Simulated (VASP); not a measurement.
# C (I4/mmm) in VASP: a series of runs, part 2 of 2

VASP 6.6.1.

## (5) Single point, r2SCAN (strain +0.000 along x and y, +0.030 along z)

The input, POSCAR:

```
C
1.0
   -2.4291088834      2.4291088834      2.5019821499
    2.4291088834     -2.4291088834      2.5019821499
    2.4291088834      2.4291088834     -2.5019821499
C
8
Direct
    0.3254551632      0.0000000000      0.0000000000
    0.6745448368      0.6745448368      0.6745448368
    0.0000000000      0.3254551632      0.0000000000
    0.0000000000      0.0000000000      0.3254551632
    0.0000000000      0.6745448368      0.0000000000
    0.3254551632      0.3254551632      0.3254551632
    0.6745448368      0.0000000000      0.0000000000
    0.0000000000      0.0000000000      0.6745448368
```

The input, INCAR.step1:

```
  ALGO = Normal
  EDIFF = 1E-4
  ENCUT = 520
  GGA = PE
  ISMEAR = 0
  LASPH = True
  LCHARG = False
  LREAL = False
  LWAVE = True
  NBANDS = 26
  NELM = 60
  PREC = Accurate
  SIGMA = 0.05
```

The input, INCAR.step2:

```
  ALGO = Normal
  EDIFF = 1E-6
  ENCUT = 520
  ISIF = 2
  ISMEAR = 0
  ISTART = 1
  LASPH = True
  LCHARG = False
  LMIXTAU = True
  LREAL = False
  LWAVE = False
  METAGGA = R2SCAN
  NBANDS = 26
  NELM = 60
  PREC = Accurate
  SIGMA = 0.05
```

The input, KPOINTS:

```
k-points
0
Gamma
  8 8 8
```

Potentials or basis: VASP PAW PBE potentials, release 64 (C).

The run is started by

```
cat potpaw_PBE.64/C/POTCAR > POTCAR
cp INCAR.step1 INCAR
mpirun -np 1 vasp_std > vasp.out
cp INCAR.step2 INCAR
mpirun -np 1 vasp_std > vasp.out
```

OUTCAR:

```text
EDIFF = 1E-6
   ENCUT = 520
   ISIF = 2
   ISMEAR = 0
   ISTART = 1
   LASPH = True
   LREAL = False
   METAGGA = R2SCAN
   NELM = 60
   PREC = Accurate

 ion  position               nearest neighbor table
   1  0.325  0.000  0.000-   7 1.48   6 1.58   8 1.58   5 1.63
   2  0.675  0.675  0.675-   6 1.48   5 1.58   7 1.58   8 1.63
   3  0.000  0.325  0.000-   5 1.48   6 1.58   8 1.58   7 1.63
   4  0.000  0.000  0.325-   8 1.48   7 1.58   5 1.58   6 1.63
   5  0.000  0.675  0.000-   3 1.48   2 1.58   4 1.58   1 1.63
   6  0.325  0.325  0.325-   2 1.48   1 1.58   3 1.58   4 1.63
   7  0.675  0.000  0.000-   1 1.48   2 1.58   4 1.58   3 1.63
   8  0.000  0.000  0.675-   4 1.48   3 1.58   1 1.58   2 1.63

  LATTYP: Found a body centered tetragonal cell.
 ALAT       =     4.8582177668
 C/A-ratio  =     1.0300000000

  Lattice vectors:

 A1 = (  -2.4291088834,   2.4291088834,   2.5019821499)
 A2 = (   2.4291088834,  -2.4291088834,   2.5019821499)
 A3 = (   2.4291088834,   2.4291088834,  -2.5019821499)

Analysis of symmetry for initial positions (statically):
=====================================================================
 Subroutine PRICEL returns:
 Original cell was already a primitive cell.

 Routine SETGRP: Setting up the symmetry group for a
 body centered tetragonal supercell.

 Subroutine GETGRP returns: Found 16 space group operations
 (whereof 16 operations were pure point group operations)
 out of a pool of 16 trial point group operations.

The static configuration has the point symmetry D_4h.

Analysis of symmetry for dynamics (positions and initial velocities):
=====================================================================
 Subroutine PRICEL returns:
 Original cell was already a primitive cell.

 Routine SETGRP: Setting up the symmetry group for a
 body centered tetragonal supercell.

 Subroutine GETGRP returns: Found 16 space group operations
 (whereof 16 operations were pure point group operations)
 out of a pool of 16 trial point group operations.

The dynamic configuration has the point symmetry D_4h.

 Subroutine INISYM returns: Found 16 space group operations
 (whereof 16 operations are pure point group operations),
 and found     1 'primitive' translations

----------------------------------------------------------------------------------------

                                     Primitive cell

  volume of cell :      59.0525

  direct lattice vectors                    reciprocal lattice vectors
    -2.429108883  2.429108883  2.501982150     0.000000000  0.205836800  0.199841554
     2.429108883 -2.429108883  2.501982150     0.205836800  0.000000000  0.199841554
     2.429108883  2.429108883 -2.501982150     0.205836800  0.205836800  0.000000000

  length of vectors
     4.249829951  4.249829951  4.249829951     0.286889238  0.286889238  0.291097195

  position of ions in fractional coordinates (direct lattice)
     0.325455163  0.000000000  0.000000000
     0.674544837  0.674544837  0.674544837
     0.000000000  0.325455163  0.000000000
     0.000000000  0.000000000  0.325455163
     0.000000000  0.674544837  0.000000000
     0.325455163  0.325455163  0.325455163
     0.674544837  0.000000000  0.000000000
     0.000000000  0.000000000  0.674544837

  ion indices of the primitive-cell ions
   primitive index   ion index
[... 42 lines left out ...]
  0.125000  0.125000  0.000000      8.000000
[... 16 lines left out ...]
  0.250000  0.125000  0.125000     16.000000
  0.375000  0.125000  0.125000      8.000000
 [... further k-points ...]
   k-points           NKPTS =     59   k-points in BZ     NKDIM =     59   number of bands    NBANDS=     26
   number of dos      NEDOS =    301   number of ions     NIONS =      8
   total plane-waves  NPLWV =  32768
   dimension x,y,z NGX =    32 NGY =   32 NGZ =   32
   dimension x,y,z NGXF=    64 NGYF=   64 NGZF=   64
   ions per type =               8
   NGX,Y,Z   is equivalent  to a cutoff of  12.52, 12.52, 12.52 a.u.
   NGXF,Y,Z  is equivalent  to a cutoff of  25.04, 25.04, 25.04 a.u.
 SYSTEM =  unknown system
   PREC   = accura    normal or accurate (medium, high low for compatibility)
   ISTART =      1    job   : 0-new  1-cont  2-samecut
   ICHARG =      0    charge: 1-file 2-atom 10-const
   ISPIN  =      1    spin polarized calculation?
   LNONCOLLINEAR =      F non collinear calculations
   LSORBIT =      F    spin-orbit coupling
   LASPH  =      T    aspherical Exc in radial PAW
   ENCUT  =  520.0 eV  38.22 Ry    6.18 a.u.   7.90  7.90  7.90*2*pi/ulx,y,z
   NELM   =     60;   NELMIN=  2; NELMDL=  0     # of ELM steps
   EDIFF  = 0.1E-05   stopping-criterion for ELM
   LREAL  =      F    real-space projection
   EDIFFG = 0.1E-04   stopping-criterion for IOM
   NSW    =      0    number of steps for IOM
   IBRION =     -1    ionic relax: 0-MD 1-quasi-New 2-CG
   NFREE  =      0    steps in history (QN), initial steepest desc. (CG)
   ISIF   =      2    stress and relaxation
   ISYM   =      2    0-nonsym 1-usesym 2-fastsym
   POTIM  = 0.5000    time-step for ionic-motion
   TEBEG  =    0.0;   TEEND  =   0.0 temperature during run
   PSTRESS=    0.0 pullay stress
   NELECT =      32.0000    total number of electrons
   NUPDOWN=      -1.0000    fix difference up-down
   EMIN   =  10.00;   EMAX   =-10.00  energy-range for DOS
   EFERMI =   0.00;   METHOD = LEGACY
   ISMEAR =     0;   SIGMA  =   0.05  broadening in eV -4-tet -1-fermi 0-gaus
   EFERMI_NEDOS =   21; number of points for ismear=-14 and -15
   IALGO  =     38    algorithm
   IMIX   =      4    mixing-type and parameters
     AMIX     =   0.40;   BMIX     =  1.00
     AMIX_MAG =   1.60;   BMIX_MAG =  1.00
  volume/ion in A,a.u.               =       7.38        49.81
  Fermi-wavevector in a.u.,A,eV,Ry     =   1.334685  2.522189 24.237200  1.781384
  Thomas-Fermi vector in A             =   2.463447
   LORBIT       =      0    0 simple, 1 ext, 2 COOP (PROOUT), +10 PAW based schemes
   METAGGA = R2SCAN    functional components
   LHFCALC =     F    Hartree Fock is set to
   AEXX    =    0.0000 exact exchange contribution
   IVDW    =     0    specifies the selected vdW correction
   LEPSILON=     F    determine dielectric tensor
   LRPA    =     F    only Hartree local field effects (RPA)
 non-spin polarized calculation
 Gauss-broadening in eV      SIGMA  =   0.05
  energy-cutoff  :      520.00
  volume of cell :       59.05
 maximum number of plane-waves:      1614
   NGX = 15   NGY = 15   NGZ = 15

 number of electron      31.9999997 magnetization

 Free energy of the ion-electron system (eV)
  ---------------------------------------------------
  ext. energy  EPLUGINS =         0.00000000
  ---------------------------------------------------
  free energy    TOTEN  =       -72.91635613 eV

  energy without entropy =      -72.91635613  energy(sigma->0) =      -72.91635613

 E-fermi :   6.6943     XC(G=0): -12.3091

 val. band max:        6.3809964398   @ k =   0.5000   0.5000   0.5000
 cond. band min:       9.1730220369   @ k =  -0.1250  -0.1250   0.1250
 fundamental gap:      2.7920255970
 Fermi energy:         6.6942776446

 k-point     1 :       0.0000    0.0000    0.0000
  band No.  band energies     occupation
      1     -15.4336      2.00000
      2      -7.4887      2.00000
      3      -6.9017      2.00000
      4      -6.9017      2.00000
      5      -6.4482      2.00000
      6      -6.4482      2.00000
[... 685 lines left out ...]
     25      18.2158      0.00000
     26      18.5170      0.00000

 [... further k-points ...]

------------------------ aborting loop because EDIFF is reached ----------------------------------------

  FORCE on cell =-STRESS in cart. coord.  units (eV):
  Direction    XX          YY          ZZ          XY          YZ          ZX
  --------------------------------------------------------------------------------------
  -------------------------------------------------------------------------------------
  Total       -1.1271125     -1.1271125     -6.7428326      0.0000000      0.0000000      0.0000000
  in kB      -30.5801554    -30.5801554   -182.9425790      0.0000000      0.0000000      0.0000000
  external PRESSURE =     -81.3676299 kB  Pullay stress =       0.0000000 kB

 VOLUME and BASIS-vectors are now :
 -----------------------------------------------------------------------------
  energy-cutoff  :      520.00
  volume of cell :       59.05
      direct lattice vectors                 reciprocal lattice vectors
    -2.429108883  2.429108883  2.501982150     0.000000000  0.205836800  0.199841554
     2.429108883 -2.429108883  2.501982150     0.205836800  0.000000000  0.199841554
     2.429108883  2.429108883 -2.501982150     0.205836800  0.205836800  0.000000000

 POSITION                                       TOTAL-FORCE (eV/Angst)
 -----------------------------------------------------------------------------------
     -0.79057      0.79057      0.81428        -0.174314      0.174314     -0.439163
      1.63854      1.63854      1.68770        -0.174314     -0.174314      0.439163
      0.79057     -0.79057      0.81428         0.174314     -0.174314     -0.439163
      0.79057      0.79057     -0.81428         0.174314      0.174314      0.439163
      1.63854     -1.63854      1.68770        -0.174314      0.174314      0.439163
      0.79057      0.79057      0.81428         0.174314      0.174314     -0.439163
     -1.63854      1.63854      1.68770         0.174314     -0.174314      0.439163
      1.63854      1.63854     -1.68770        -0.174314     -0.174314     -0.439163
 -----------------------------------------------------------------------------------
    total drift:                               -0.000000     -0.000000      0.000000

  FREE ENERGIE OF THE ION-ELECTRON SYSTEM (eV)
  ---------------------------------------------------
  free  energy   TOTEN  =       -72.9163561314 eV

  energy  without entropy=      -72.9163561314  energy(sigma->0) =      -72.91635613
```

It took 2.6 min on 1 thread of Intel Xeon Platinum 8488C (Sapphire Rapids), shared host; peak memory 0.21 GiB.

What came out:

- Free energy: -72.9164 eV
- Pressure: -8.1 GPa
- Largest force: 0.504 eV/Å
- Band gap on the k mesh: 2.79 eV (least direct gap 3.38 eV)

Forces in eV/Å, atoms in the order of the input:
```
C   -0.174  0.174 -0.439
C   -0.174 -0.174  0.439
C    0.174 -0.174 -0.439
C    0.174  0.174  0.439
C   -0.174  0.174  0.439
C    0.174  0.174 -0.439
C    0.174 -0.174  0.439
C   -0.174 -0.174 -0.439
```

Levels at points of the mesh, in eV from the valence-band top:
```tsv
k point	band 14	band 15	band 16	band 17	band 18	band 19
(0.00, 0.00, 0.00)	-0.63	-0.63	-0.19	3.18	4.40	4.40
(0.50, 0.00, 0.00)	-3.13	-2.59	-2.24	3.89	5.80	5.93
(0.50, 0.50, 0.00)	-3.26	-2.41	-2.26	4.09	4.75	5.78
(0.50, 0.50, 0.50)	-0.39	0.00	0.00	3.96	5.66	5.66
```

Caveat: the cell differs from its parent crystal (strain +0.000 along x and y, +0.030 along z); the stress differs along the axes, from -18 to -3 GPa; the PAW data sets were made with another functional, which shifts forces and pressure a little. A k mesh can miss the band edges.

## (6) Summary

| cell | gap on the mesh (eV) | pressure (GPa) | largest force (eV/Å) |
| --- | --- | --- | --- |
| a = 4.187 Å, angles 110.3, 110.3, 107.8°, 8 atoms | 2.82 | 6.4 | 0.63 |
| a = 4.228 Å, angles 109.9, 109.9, 108.7°, 8 atoms | 3.05 | -3.9 | 0.27 |
| a = 4.229 Å, angles 108.7, 108.7, 111.1°, 8 atoms | 2.81 | -3.6 | 0.60 |
| a = 4.250 Å, angles 110.3, 110.3, 107.9°, 8 atoms | 2.79 | -8.1 | 0.50 |

Alike in all rows: task single point; level r2SCAN; potentials or basis VASP PAW PBE potentials, release 64 (C); no spin polarisation; k mesh 8 × 8 × 8; cutoff (eV) 520; smearing gaussian 0.05 eV.

Caveats: the PAW data sets were made with another functional, which shifts forces and pressure a little; the stress differs along the axes, from -5 to 12 GPa (at least some runs); the stress differs along the axes, from -9 to -1 GPa (at least some runs); the stress differs along the axes, from -9 to 8 GPa (at least some runs); the stress differs along the axes, from -18 to -3 GPa (at least some runs).

Total energies depend on the potentials used, so only differences within one code and one set of settings carry meaning.
